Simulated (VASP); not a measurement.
A run of VASP 6.6.1 is set up as follows.

Contents of INCAR:

```
SYSTEM = W14Se27
PREC = Accurate
ENCUT = 520
EDIFF = 1E-6
ISMEAR = 0
SIGMA = 0.01
LREAL = Auto
LASPH = .True.
NELM = 60
ALGO = Normal
ISIF = 2
LWAVE = .False.
LCHARG = .True.
GGA = PE
IVDW = 12
LVHAR = .True.
NBANDS = 205
KPAR = 2
NCORE = 2
```

File KPOINTS:

```
regular mesh
0
Gamma
  2 2 2
  0 0 0
```

The input POSCAR:

```
W14Se27
1.0
    1.6395202770     -8.5191972597      0.0000000000
    6.5580811083      5.6794648397      0.0000000000
    0.0000000000      0.0000000000     12.7928245273
W Se
14 27
Direct
    0.8901529432      0.5127036596      0.2480077145
    0.4872963404      0.3774492836      0.2480077145
    0.0466907815      0.2397829366      0.2513356215
    0.7602170634      0.8069078449      0.2513356215
    0.3333333333      0.6666666667      0.2531684548
    0.6225507164      0.1098470568      0.2480077145
    0.1930921551      0.9533092185      0.2513356215
    0.6666666667      0.3333333333      0.7505521334
    0.2381350618      0.1904360768      0.7496204781
    0.8095639232      0.0476989850      0.7496204781
    0.5238166982      0.6189649479      0.7495693858
    0.0951482497      0.4761833018      0.7495693858
    0.3810350521      0.9048517503      0.7495693858
    0.9523010150      0.7618649382      0.7496204781
    0.2461709374      0.1936129754      0.3811981076
    0.8063870246      0.0525579620      0.3811981076
    0.5259913584      0.6102195581      0.3822841826
    0.0842281997      0.4740086416      0.3822841826
    0.3897804419      0.9157718003      0.3822841826
    0.9474420380      0.7538290626      0.3811981076
    0.9054601406      0.5243496277      0.8815219378
    0.4756503723      0.3811105129      0.8815219378
    0.0477322101      0.2381260271      0.8813681251
    0.7618739729      0.8096061830      0.8813681251
    0.3333333333      0.6666666667      0.8812373022
    0.6188894871      0.0945398594      0.8815219378
    0.1903938170      0.9522677899      0.8813681251
    0.6666666667      0.3333333333      0.1098146795
    0.2404578581      0.1930227531      0.1201947686
    0.8069772469      0.0474351050      0.1201947686
    0.5210609595      0.6152902460      0.1206911982
    0.0942292865      0.4789390405      0.1206911982
    0.3847097540      0.9057707135      0.1206911982
    0.9525648950      0.7595421419      0.1201947686
    0.9036675381      0.5230716086      0.6182209480
    0.4769283914      0.3805959295      0.6182209480
    0.0477001675      0.2381075007      0.6179002778
    0.7618924993      0.8095926667      0.6179002778
    0.3333333333      0.6666666667      0.6178134047
    0.6194040705      0.0963324619      0.6182209480
    0.1904073333      0.9522998325      0.6179002778
```

Potentials or basis: VASP PAW PBE potentials, release 64 (W_sv, Se).

The run is started by

```sh
$ cat potpaw_PBE.64/W_sv/POTCAR potpaw_PBE.64/Se/POTCAR > POTCAR
$ mpirun -np 4 vasp_std > vasp.out
```

(1) Predict the dispersion energy per atom.

(2) Predict the largest force.

(3) Predict the band gap on the k mesh.

(4) Predict the pressure.

Answers

(1) -0.464 eV.

(2) 0.053 eV/Å.

(3) 0.77 eV.

(4) -0.8 GPa.

Caveat: spin-orbit coupling is left out, which moves the levels of the heavy elements.
